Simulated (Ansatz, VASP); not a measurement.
## Two plane-wave programs on CS2

The input INCAR:

```
SYSTEM = CS2
PREC     = Accurate       ! precision mode
ENCUT    = 600            ! plane-wave cutoff, eV
EDIFF    = 1E-6           ! SCF threshold, eV
ISMEAR   = -1             ! smearing method
SIGMA    = 0.05           ! smearing width, eV
LREAL    = .FALSE.        ! projectors in reciprocal space
LASPH    = .TRUE.         ! aspherical terms in the spheres
NELM     = 60             ! most SCF steps
ALGO     = Normal         ! electronic algorithm
ISIF     = 3              ! what is computed and relaxed
LWAVE    = .FALSE.        ! write WAVECAR
LCHARG   = .FALSE.        ! write CHGCAR
GGA      = PE             ! functional
IBRION   = 2              ! ionic algorithm
NSW      = 60             ! ionic steps
EDIFFG   = -0.01          ! ionic threshold
```

File KPOINTS:

```
Automatic mesh
0
G
  6 6 3
  0 0 0
```

Contents of POSCAR:

```
CS2
1.0
    3.6457880000     -2.9943140000      0.0000000000
    3.6457880000      2.9943140000      0.0000000000
    0.0000000000      0.0000000000      9.8512570000
S C
4 2
Direct
    0.1815210000      0.8184790000      0.8868670000
    0.3184790000      0.6815210000      0.3868670000
    0.6815210000      0.3184790000      0.6131330000
    0.8184790000      0.1815210000      0.1131330000
    0.5000000000      0.5000000000      0.5000000000
    0.0000000000      0.0000000000      0.0000000000
```

input.yaml

```yaml
crystal:
  lattice:
    - [3.645788, -2.994314, 0.0]
    - [3.645788, 2.994314, 0.0]
    - [0.0, 0.0, 9.851257]
  atoms:
    - { symbol: S, position: [0.181521, 0.818479, 0.886867] }
    - { symbol: S, position: [0.318479, 0.681521, 0.386867] }
    - { symbol: S, position: [0.681521, 0.318479, 0.613133] }
    - { symbol: S, position: [0.818479, 0.181521, 0.113133] }
    - { symbol: C, position: [0.5, 0.5, 0.5] }
    - { symbol: C, position: [0.0, 0.0, 0.0] }
hamiltonian:
  xc: pbe
  pseudopotentials: { kind: paw }
kpoints:
  mp_grid: { grid: [6, 6, 3] }
scf:
  occupations: { method: fermi_dirac, width: 0.05 }
output:
  forces: true
  stress: true
  eigenvalues: true
relax:
  f_tol: 0.01
  max_steps: 40
  cell: { stress_tol: 0.05 }
```

Alike in both runs: task relaxation of cell and atoms; functional PBE; k mesh 6 × 6 × 3; occupations fermi-dirac, width 0.05 eV; no spin polarisation.

|  | VASP | Ansatz |
| --- | --- | --- |
| version | VASP 6.6.1 | Ansatz 0.2.0 |
| potentials or method | VASP PAW PBE potentials, release 64 (S, C) | Ansatz PAW |
| plane-wave cutoff (eV) | 600 | 420 |
| valence electrons in the cell | 32 | 32 |

VASP gave:

```
gap on the k mesh at the Fermi level, each at its own relaxed structure (eV) : 3.43
relaxed volume (Å³/atom)                                                     : 35.85
relaxed length of the cell vector where the two differ most in proportion (Å)              : 9.851
```

**Question.** Which values does Ansatz return?

**Answer.** gap on the k mesh at the Fermi level, each at its own relaxed structure (eV): 3.41; relaxed volume (Å³/atom): 36.87; relaxed length of the cell vector where the two differ most in proportion (Å): 9.964.

Noted on VASP's run: the relaxation stopped at its first step, so nothing moved. Noted on Ansatz's run: odd divisions of the mesh miss points on the zone boundary, where band edges often lie, so the gap on the mesh can be too wide; the plane-wave basis is chosen anew once the cell has moved, so the energies of steps on either side of that aren't comparable.
